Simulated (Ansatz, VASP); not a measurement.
## One calculation of Pt, two programs

```
CELL_PARAMETERS angstrom
0.00000 2.01308 1.85203
2.01308 0.00000 1.85203
2.01308 2.01308 0.00000
ATOMIC_POSITIONS crystal
Pt 0.00000 0.00000 0.00000
```

Alike in both runs: task single point; functional r2SCAN; k mesh 24 × 24 × 24; occupations gaussian, width 0.15 eV; no spin polarisation.

|  | VASP | Ansatz |
| --- | --- | --- |
| version | VASP 6.6.1 | Ansatz 0.2.0 |
| potentials or method | VASP PAW PBE potentials, release 64 (Pt), cutoff 520 eV | scalar-relativistic, plane waves, PAW |
| valence electrons in the cell | 10 | 18 |

```tsv
	VASP	Ansatz	Ansatz less VASP
gap on the k mesh at the Fermi level (eV)	none	none	-
pressure (GPa)	6.8	6.0	-0.80
traceless stress, the component that is largest in VASP (GPa)	3.61	3.55	-0.060
```

VASP's potentials were made for PBE, not for r2SCAN. A gap of «none» marks a metal or a gap that the smearing closes. VASP's potentials hold 10 valence electrons a cell and Ansatz's 18, so a difference there can come from the potentials and not from the codes.

Spin-orbit coupling is off throughout.
